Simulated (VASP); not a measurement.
# SiC30 (a cell with a defect) in VASP: notebook, part 2 of 2

VASP 6.6.1. Earlier steps stand in the parts before.

## Step 3: Single point, PBE+D3(BJ)

Input file INCAR:

```
SYSTEM = SiC30
ALGO     = Normal         ! electronic algorithm
EDIFF    = 1E-7           ! SCF threshold, eV
ENCUT    = 520            ! plane-wave cutoff, eV
GGA      = PE             ! functional
ISIF     = 2              ! what is computed and relaxed
ISMEAR   = 0              ! smearing method
IVDW     = 12             ! dispersion correction
LASPH    = .True.         ! aspherical terms in the spheres
LCHARG   = .True.         ! write CHGCAR
LELF     = .True.         ! ELF
LREAL    = Auto         
LVHAR    = .True.       
LWAVE    = .False.        ! write WAVECAR
NBANDS   = 83             ! bands
NELM     = 80             ! most SCF steps
PREC     = Accurate       ! precision mode
SIGMA    = 0.02           ! smearing width, eV
```

Input file KPOINTS:

```
Automatic mesh
0
Gamma
  2 2 2
  0.5 0.5 0.5
```

Input file POSCAR:

```
SiC30
1.0
    5.6709571555      0.0000000000     -3.4026574436
   -2.8677434780     -4.9298468454     -3.3594911955
   -2.8677434780      4.9298468454     -3.3594911955
Si C
1 30
Direct
    0.3758079973      0.1231765286      0.5009424224
    0.6721704030      0.8046497928      0.5448853335
    0.9203741985      0.5416761868      0.5454122055
    0.4108787577      0.2632448688      0.2688399716
    0.1809236315      0.3003872125      0.5728729594
    0.6797521504      0.0421806219      0.2894670059
    0.9216098400      0.7870963115      0.2939773412
    0.4157906354      0.5369203285      0.0407641442
    0.1707075849      0.5313133581      0.2956537045
    0.6704403707      0.2943537528      0.0380879823
    0.9172041512      0.0387019482      0.0422318753
    0.4060442689      0.7908559202      0.7832516271
    0.1653519162      0.7833675698      0.0430001478
    0.6647873822      0.5482606281      0.7897557571
    0.9122679384      0.2935475673      0.7946736829
    0.1567826855      0.0345142010      0.7971243018
    0.6079572871      0.9831403019      0.4658382274
    0.8360281103      0.7094918017      0.4609928040
    0.0935368379      0.4555408599      0.4707182077
    0.5873123678      0.2042347413      0.1970481083
    0.8387308876      0.9520912040      0.2063791940
    0.0870440545      0.6981641395      0.2120135398
    0.5828268116      0.4593359443      0.9552026673
    0.3318575034      0.4417367707      0.2046127714
    0.8345913694      0.2077481015      0.9596219662
    0.0821344802      0.9528851524      0.9645398755
    0.5811295579      0.7150927983      0.7060736540
    0.3313715595      0.7047377978      0.9564233042
    0.8337998797      0.4630544969      0.7114405094
    0.0796778522      0.2119047722      0.7200016925
    0.3038602131      0.9460128905      0.6959053236
```

Potentials or basis: VASP PAW PBE potentials, release 64 (Si, C).

On the command line:

```bash
$ cat potpaw_PBE.64/Si/POTCAR potpaw_PBE.64/C/POTCAR > POTCAR
$ mpirun -np 1 vasp_std > vasp.out
```

OUTCAR:

```text
SYSTEM = SiC30
   EDIFF = 1E-7
   ENCUT = 520
   GGA = PE
   ISIF = 2
   ISMEAR = 0
   IVDW = 12
   LASPH = .True.
   LREAL = Auto
   NELM = 80
   PREC = Accurate
 IVDW          = 12

 ion  position               nearest neighbor table
   1  0.376  0.123  0.501-  31 1.90   5 1.90  17 1.90   4 1.90
   2  0.672  0.805  0.545-  17 1.43  27 1.43  18 1.44
   3  0.920  0.542  0.545-  29 1.42  18 1.44  19 1.45
   4  0.411  0.263  0.269-  20 1.39  24 1.43   1 1.90
   5  0.181  0.300  0.573-  30 1.39  19 1.43   1 1.90
   6  0.680  0.042  0.289-  17 1.39  21 1.40  20 1.45
   7  0.922  0.787  0.294-  18 1.42  21 1.42  22 1.43
[... 22 lines left out ...]
  30  0.080  0.212  0.720-   5 1.39  15 1.40  16 1.45
  31  0.304  0.946  0.696-  16 1.39  12 1.43   1 1.90

  LATTYP: Found a base centered monoclinic cell.
 ALAT       =     8.8340554103
 B/A-ratio  =     1.1161005034
 C/A-ratio  =     0.7486322134
 COS(beta)  =    -0.1654005518

  Lattice vectors:

 A1 = (  -2.8677434780,  -4.9298468454,  -3.3594911955)
 A2 = (  -2.8677434780,   4.9298468454,  -3.3594911955)
 A3 = (   5.6709571555,   0.0000000000,  -3.4026574436)

Analysis of symmetry for initial positions (statically):
=====================================================================
 Subroutine PRICEL returns:
 Original cell was already a primitive cell.

 Routine SETGRP: Setting up the symmetry group for a
 base centered monoclinic supercell.

 Subroutine GETGRP returns: Found  1 space group operations
 (whereof  1 operations were pure point group operations)
 out of a pool of  4 trial point group operations.

The static configuration has the point symmetry C_1 .

Analysis of symmetry for dynamics (positions and initial velocities):
=====================================================================
 Subroutine PRICEL returns:
 Original cell was already a primitive cell.

 Routine SETGRP: Setting up the symmetry group for a
 base centered monoclinic supercell.

 Subroutine GETGRP returns: Found  1 space group operations
 (whereof  1 operations were pure point group operations)
 out of a pool of  4 trial point group operations.

The dynamic configuration has the point symmetry C_1 .

 Subroutine INISYM returns: Found  1 space group operations
 (whereof  1 operations are pure point group operations),
 and found     1 'primitive' translations

----------------------------------------------------------------------------------------

                                     Primitive cell

  volume of cell :     284.0526

  direct lattice vectors                    reciprocal lattice vectors
     5.670957156  0.000000000 -3.402657444     0.116610618  0.000000000 -0.099541663
    -2.867743478 -4.929846845 -3.359491195    -0.059054477 -0.101423029 -0.098421722
    -2.867743478  4.929846845 -3.359491195    -0.059054477  0.101423029 -0.098421722

  length of vectors
     6.613458455  6.619178474  6.619178474     0.153318554  0.153169506  0.153169506

  position of ions in fractional coordinates (direct lattice)
     0.375807997  0.123176529  0.500942422
     0.672170403  0.804649793  0.544885333
     0.920374198  0.541676187  0.545412205
     0.410878758  0.263244869  0.268839972
     0.180923632  0.300387212  0.572872959
     0.679752150  0.042180622  0.289467006
[... 23 lines left out ...]
     0.079677852  0.211904772  0.720001692
     0.303860213  0.946012891  0.695905324
[... 65 lines left out ...]
  0.250000 -0.250000  0.250000      2.000000
 -0.250000 -0.250000  0.250000      2.000000
   k-points           NKPTS =      4   k-points in BZ     NKDIM =      4   number of bands    NBANDS=     83
   number of dos      NEDOS =    301   number of ions     NIONS =     31
   total plane-waves  NPLWV = 125000
   dimension x,y,z NGX =    50 NGY =   50 NGZ =   50
   dimension x,y,z NGXF=   100 NGYF=  100 NGZF=  100
   ions per type =               1  30
   NGX,Y,Z   is equivalent  to a cutoff of  12.57, 12.56, 12.56 a.u.
   NGXF,Y,Z  is equivalent  to a cutoff of  25.14, 25.12, 25.12 a.u.
 SYSTEM =  SiC30
   PREC   = accura    normal or accurate (medium, high low for compatibility)
   ISTART =      0    job   : 0-new  1-cont  2-samecut
   ICHARG =      2    charge: 1-file 2-atom 10-const
   ISPIN  =      1    spin polarized calculation?
   LNONCOLLINEAR =      F non collinear calculations
   LSORBIT =      F    spin-orbit coupling
   LASPH  =      T    aspherical Exc in radial PAW
   ENCUT  =  520.0 eV  38.22 Ry    6.18 a.u.  12.30 12.31 12.31*2*pi/ulx,y,z
   NELM   =     80;   NELMIN=  2; NELMDL= -5     # of ELM steps
   EDIFF  = 0.1E-06   stopping-criterion for ELM
   LREAL  =      T    real-space projection
   EDIFFG = 0.1E-05   stopping-criterion for IOM
   NSW    =      0    number of steps for IOM
   IBRION =     -1    ionic relax: 0-MD 1-quasi-New 2-CG
   NFREE  =      0    steps in history (QN), initial steepest desc. (CG)
   ISIF   =      2    stress and relaxation
   ISYM   =      2    0-nonsym 1-usesym 2-fastsym
   POTIM  = 0.5000    time-step for ionic-motion
   TEBEG  =    0.0;   TEEND  =   0.0 temperature during run
   PSTRESS=    0.0 pullay stress
   NELECT =     124.0000    total number of electrons
   NUPDOWN=      -1.0000    fix difference up-down
   EMIN   =  10.00;   EMAX   =-10.00  energy-range for DOS
   EFERMI =   0.00;   METHOD = LEGACY
   ISMEAR =     0;   SIGMA  =   0.02  broadening in eV -4-tet -1-fermi 0-gaus
   EFERMI_NEDOS =   21; number of points for ismear=-14 and -15
   IALGO  =     38    algorithm
   IMIX   =      4    mixing-type and parameters
     AMIX     =   0.40;   BMIX     =  1.00
     AMIX_MAG =   1.60;   BMIX_MAG =  1.00
  volume/ion in A,a.u.               =       9.16        61.83
  Fermi-wavevector in a.u.,A,eV,Ry     =   1.241888  2.346828 20.984074  1.542286
  Thomas-Fermi vector in A             =   2.376266
   LORBIT       =      0    0 simple, 1 ext, 2 COOP (PROOUT), +10 PAW based schemes
   GGA     = PE    functional components
   LHFCALC =     F    Hartree Fock is set to
   AEXX    =    0.0000 exact exchange contribution
   IVDW    =    12    specifies the selected vdW correction
   LEPSILON=     F    determine dielectric tensor
   LRPA    =     F    only Hartree local field effects (RPA)
 non-spin polarized calculation
 Gauss-broadening in eV      SIGMA  =   0.02
  energy-cutoff  :      520.00
  volume of cell :      284.05
 maximum number of plane-waves:      7645
 NGX is ok and might be reduce to    50
   NGX = 25   NGY = 25   NGZ = 25

 number of electron     124.0000002 magnetization

 Free energy of the ion-electron system (eV)
  ---------------------------------------------------
  ext. energy  EPLUGINS =         0.00000000
  ---------------------------------------------------
  free energy    TOTEN  =      -277.06398393 eV

  energy without entropy =     -277.06398393  energy(sigma->0) =     -277.06398393

 E-fermi :   4.2935     XC(G=0): -10.2736

 val. band max:        4.1272597423   @ k =   0.2500  -0.2500   0.2500
 cond. band min:       4.5432312160   @ k =   0.2500  -0.2500   0.2500
 fundamental gap:      0.4159714737
 Fermi energy:         4.2934883549

 k-point     1 :       0.2500    0.2500    0.2500
  band No.  band energies     occupation
      1     -14.6324      2.00000
      2     -13.3979      2.00000
      3     -13.3718      2.00000
      4     -13.3143      2.00000
      5     -13.1264      2.00000
      6     -12.7741      2.00000
[... 297 lines left out ...]
     73       9.6604      0.00000
     74       9.8740      0.00000
 [bands above 74 left out]

------------------------ aborting loop because EDIFF is reached ----------------------------------------

 Edisp (eV)   -4.96676

 E8    (eV) :    -1.4486

  FORCE on cell =-STRESS in cart. coord.  units (eV):
  Direction    XX          YY          ZZ          XY          YZ          ZX
  --------------------------------------------------------------------------------------
  -------------------------------------------------------------------------------------
  Total      16.02411    -4.49559    -1.41718   -17.77650    -0.25179    -0.29622
  in kB      90.38275   -25.35706    -7.99352  -100.26699    -1.42018    -1.67081
  external pressure =       19.01 kB  Pullay stress =        0.00 kB

 VOLUME and BASIS-vectors are now :
 -----------------------------------------------------------------------------
  energy-cutoff  :      520.00
  volume of cell :      284.05
      direct lattice vectors                 reciprocal lattice vectors
     5.670957156  0.000000000 -3.402657444     0.116610618  0.000000000 -0.099541663
    -2.867743478 -4.929846845 -3.359491195    -0.059054477 -0.101423029 -0.098421722
    -2.867743478  4.929846845 -3.359491195    -0.059054477  0.101423029 -0.098421722

 POSITION                                       TOTAL-FORCE (eV/Angst)
 -----------------------------------------------------------------------------------
      0.34138      1.86233     -3.37547        -0.002126     -0.002475      0.000040
     -0.05827     -1.28060     -6.82092        -0.005220      0.004750     -0.080377
      2.10191      0.01842     -6.78378         0.006659     -0.008721     -0.045554
      0.80419      0.02758     -3.18561        -0.029828      0.037566      0.166198
     -1.47828      1.34331     -3.54933         0.045574     -0.008665     -0.165638
      2.90376      1.21908     -3.42713        -0.018739     -0.020848     -0.047762
[... 23 lines left out ...]
     -2.22062      2.50484     -3.40185         0.009927      0.009594     -0.045832
     -2.98542     -1.23299     -6.54994         0.033449     -0.035213      0.154629
 -----------------------------------------------------------------------------------
    total drift:                               -0.024633      0.031349     -0.013782

  FREE ENERGIE OF THE ION-ELECTRON SYSTEM (eV)
  ---------------------------------------------------
  free  energy   TOTEN  =      -282.0307425253 eV

  energy  without entropy=     -282.0307425253  energy(sigma->0) =     -282.03074253
```

It took 3.5 min on 1 thread of Intel Xeon 8259CL, shared host; peak memory 0.36 GiB.

What came out:

```yaml
Free_energy: -282.0307 eV
Pressure: 1.9 GPa
Largest_force: 0.173 eV/Å
Band_gap_on_the_k_mesh: 0.42 eV
Dispersion_energy_per_atom: -0.160 eV
```

Forces in eV/Å, atoms in the order of the input:
```
Si  -0.002 -0.002  0.000
C   -0.005  0.005 -0.080
C    0.007 -0.009 -0.046
C   -0.030  0.038  0.166
C    0.046 -0.009 -0.166
C   -0.019 -0.021 -0.048
C    0.000 -0.008 -0.029
C    0.003  0.007  0.044
C    0.002 -0.004  0.001
C    0.003  0.000  0.011
C   -0.005  0.000  0.002
C    0.016 -0.006  0.072
C   -0.009 -0.007  0.024
C    0.005 -0.001  0.006
C   -0.005 -0.002 -0.006
C   -0.007 -0.019  0.049
C   -0.049  0.014 -0.164
C   -0.008  0.006 -0.035
C    0.007  0.000 -0.075
C    0.009  0.016  0.045
C   -0.001  0.002 -0.009
C    0.000  0.000 -0.001
C    0.006  0.003  0.027
C   -0.008  0.006  0.078
C   -0.002  0.005 -0.002
C    0.006  0.003  0.010
C   -0.004  0.009  0.000
C    0.004 -0.006  0.040
C   -0.003  0.006 -0.024
C    0.010  0.010 -0.046
C    0.033 -0.035  0.155
```

Levels at points of the mesh, in eV from the valence-band top:
```
           k point  band 59  band 60  band 61  band 62  band 63  band 64  band 65  band 66
(0.25, 0.25, 0.25)    -1.85    -1.67    -1.05    -0.79     0.61     2.38     2.60     2.68
```
